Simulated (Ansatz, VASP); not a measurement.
Ge: VASP beside Ansatz

```
CELL_PARAMETERS angstrom
0.00000 2.13851 2.13851
2.13851 0.00000 2.13851
2.13851 2.13851 0.00000
ATOMIC_POSITIONS crystal
Ge 0.00000 0.00000 0.00000
```

Alike in both runs: functional PBE; k mesh 13 × 13 × 13; occupations fermi-dirac, width 0.1 eV; no spin polarisation.

Ansatz relaxed the structure, and its values are those at the end. VASP's run is a single point on that final structure, the one shown.

|  | VASP | Ansatz |
| --- | --- | --- |
| version | VASP 6.6.1 | Ansatz 0.2.0 |
| potentials or method | VASP PAW PBE potentials, release 64 (Ge_d), cutoff 520 eV | plane waves (420 eV) with PAW, scalar-relativistic |
| valence electrons in the cell | 14 | 14 |

VASP gave:

| Item | Value |
| --- | --- |
| pressure (GPa) | -0.1 |

**Question.** Which values does Ansatz return?

**Answer.** Pressure (GPa): 0.0.
